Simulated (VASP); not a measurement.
The system is NaAl5O2.

```xyz
8
Lattice="2.9000 0.0000 0.0000 -1.4500 2.5115 0.0000 0.0000 0.0000 14.4000" Properties=species:S:1:pos:R:3 pbc="T T T"
Na    0.0000    0.0000    0.0000
Al    1.4500    0.8372    2.5488
Al    0.0000    1.6743   11.8512
Al    0.0000    1.6743    4.8744
Al    0.0000    0.0000    7.2000
Al    1.4500    0.8372    9.5256
O     0.0000    1.6743    1.6502
O     1.4500    0.8372   12.7498
```

- Program: VASP 6.6.1
- Task: relaxation of cell and atoms
- Functional: PBE
- Potentials or basis: VASP PAW PBE potentials, release 64 (Na_pv, Al, O)
- Cutoff: 600 eV
- k mesh: 6 × 6 × 2
- Occupations: gaussian, width 0.2 eV
- Spin: no spin polarisation

At the start: pressure 5.2 GPa; volume 13.11 Å³/atom.

Question: Where does the relaxation end?

Answer: Over 11 steps the energy falls by 53.5 meV/atom and the volume is 13.42 Å³/atom (+2.3 %); space group P-3m1 (No. 164, to 0.05 Å).

The path:
```csv
step,energy change (eV),largest force (eV/Å),pressure (GPa),volume (Å³)
1,0.0000,2.6567,5.21,104.88
2,-0.1656,1.7271,-5.15,111.46
3,-0.3949,0.1544,-1.43,108.55
4,-0.3951,0.1602,-1.30,108.47
5,-0.4157,0.1802,-0.22,107.06
6,-0.4175,0.2098,0.21,106.53
7,-0.4212,0.1141,0.30,106.61
8,-0.4218,0.1948,0.36,106.66
9,-0.4244,0.1356,0.01,107.00
10,-0.4256,0.0433,-0.54,107.55
11,-0.4279,0.0254,-0.38,107.33
```

Final structure:
```
Na Al O
1.0
     2.89039    0.00000    0.00000
    -1.44520    2.50315    0.00000
     0.00000    0.00000   14.83460
Na Al O
1 5 2
Cartesian
  -1.4452 2.5032 0.0000
  1.4452 0.8344 2.7402
  0.0000 1.6688 12.0944
  0.0000 1.6688 5.0516
  0.0000 0.0000 7.4173
  1.4452 0.8344 9.7830
  0.0000 1.6688 1.6797
  1.4452 0.8344 13.1549
```

Caveat: the k points lie up to 0.42 Å⁻¹ apart in the final cell; the relaxation stopped at a loose force limit of 0.08 eV/Å, so its end isn't a converged minimum.
